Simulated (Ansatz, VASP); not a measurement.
**SrAgO3: VASP beside Ansatz**

INCAR

```
SYSTEM = SrAgO3
ALGO     = Normal         ! electronic algorithm
EDIFF    = 1E-6           ! SCF threshold, eV
ENCUT    = 520            ! plane-wave cutoff, eV
ISIF     = 2              ! what is computed and relaxed
ISMEAR   = -1             ! smearing method
LASPH    = .True.         ! aspherical terms in the spheres
LCHARG   = .False.        ! write CHGCAR
LREAL    = .False.        ! projectors in reciprocal space
LWAVE    = .False.        ! write WAVECAR
NBANDS   = 28             ! bands
NELM     = 100            ! most SCF steps
PREC     = Accurate       ! precision mode
SIGMA    = 0.15           ! smearing width, eV
```

Contents of KPOINTS:

```
k-points
0
Gamma
  6 6 6
  0 0 0
```

The input POSCAR:

```
SrAgO3
1.0
    4.1776410928      0.0000000000      0.0000000000
    0.0000000000      4.1776410928      0.0000000000
    0.0000000000      0.0000000000      4.1776410928
Sr Ag O
1 1 3
Direct
    0.0000000000      0.0000000000      0.0000000000
    0.5000000000      0.5000000000      0.5000000000
    0.5000000000      0.5000000000      0.0000000000
    0.5000000000      0.0000000000      0.5000000000
    0.0000000000      0.5000000000      0.5000000000
```

Input for Ansatz:

```yaml
crystal:
  lattice:
    - [4.177641092805539, 0.0, 0.0]
    - [0.0, 4.177641092805539, 0.0]
    - [0.0, 0.0, 4.177641092805539]
  atoms:
    - { symbol: Sr, position: [0.0, 0.0, 0.0] }
    - { symbol: Ag, position: [0.5, 0.5, 0.5] }
    - { symbol: O, position: [0.5, 0.5, 0.0] }
    - { symbol: O, position: [0.5, 0.0, 0.5] }
    - { symbol: O, position: [0.0, 0.5, 0.5] }
basis:
  ecutwfc: 500.0
kpoints:
  mp_grid:
    grid: [6, 6, 6]
hamiltonian:
  xc: lda
  pseudopotentials:
    kind: paw
scf:
  convergence:
    dr2_threshold: 1.0e-09
  occupations:
    method: fermi_dirac
    width: 0.15
output:
  stress: true
```

Alike in both runs: task single point; functional LDA; k mesh 6 × 6 × 6; occupations fermi-dirac, width 0.15 eV; no spin polarisation.

```csv
,VASP,Ansatz
version,VASP 6.6.1,Ansatz 0.2.0
potentials or method,"VASP PAW LDA potentials, release 64 (Sr_sv, Ag, O), cutoff 520 eV","plane waves, PAW"
valence electrons in the cell,39,47
```

```tsv
	VASP	Ansatz	Ansatz less VASP
pressure (GPa)	-14.6	-14.9	-0.29
```

LDA's correlation is that of Perdew and Zunger in VASP and of Perdew and Wang (1992) in Ansatz. VASP's potentials hold 39 valence electrons a cell and Ansatz's 47, so a difference there can come from the potentials and not from the codes. Ansatz's warnings: stress scf threshold loose.
